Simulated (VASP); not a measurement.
Here is a VASP 6.6.1 calculation.

INCAR

```
SYSTEM = Sb
PREC = Accurate
ENCUT = 600
EDIFF = 1E-7
ISMEAR = -1
SIGMA = 0.02
LREAL = .FALSE.
LASPH = .TRUE.
NELM = 80
ALGO = Normal
ISIF = 3
LWAVE = .FALSE.
LCHARG = .FALSE.
GGA = PE
IVDW = 12
IBRION = 2
NSW = 80
EDIFFG = -0.005
```

The input KPOINTS:

```
regular mesh
0
G
  6 6 6
  0 0 0
```

The input POSCAR:

```
Sb
1.0
    2.1542000000      1.2437279499      3.7580000000
   -2.1542000000      1.2437279499      3.7580000000
    0.0000000000     -2.4874558998      3.7580000000
Sb
2
Direct
    0.2334900000      0.2334900000      0.2334900000
    0.7665100000      0.7665100000      0.7665100000
```

Potentials or basis: VASP PAW PBE potentials, release 64 (Sb).

Command:

```sh
$ cat potpaw_PBE.64/Sb/POTCAR > POTCAR
$ mpirun -np 1 vasp_std > vasp.out
```

Question: Estimate the space group after relaxing (to 0.05 Å).

Answer: R-3m (No. 166).

Question: Estimate the relaxed cell.

Answer: a = 4.471 Å, b = 4.471 Å, c = 4.471 Å, α = 57.79°, β = 57.79°, γ = 57.79°.

Question: Estimate the band gap on the k mesh.

Answer: Zero (band 5 reaches 7.42 eV, above the bottom of band 6 at 7.17 eV).

The path:
| step | energy change (eV) | largest force (eV/Å) | pressure (GPa) | volume (Å³) |
| --- | --- | --- | --- | --- |
| 1 | 0.0000 | 0.1050 | 0.25 | 60.41 |
| 2 | -0.0008 | 0.0180 | -0.31 | 60.83 |
| 3 | -0.0008 | 0.0342 | -0.21 | 60.75 |
| 4 | -0.0014 | 0.0226 | -0.13 | 60.55 |
| 5 | -0.0020 | 0.0024 | 0.05 | 59.96 |
| 6 | -0.0020 | 0.0029 | 0.04 | 59.97 |
| 7 | -0.0020 | 0.0084 | -0.05 | 60.04 |
| 8 | -0.0020 | 0.0016 | 0.00 | 60.00 |

Caveat: spin-orbit coupling is left out, which moves the levels of the heavy elements; pairwise dispersion overbinds metals, which lowers pressure and volume.
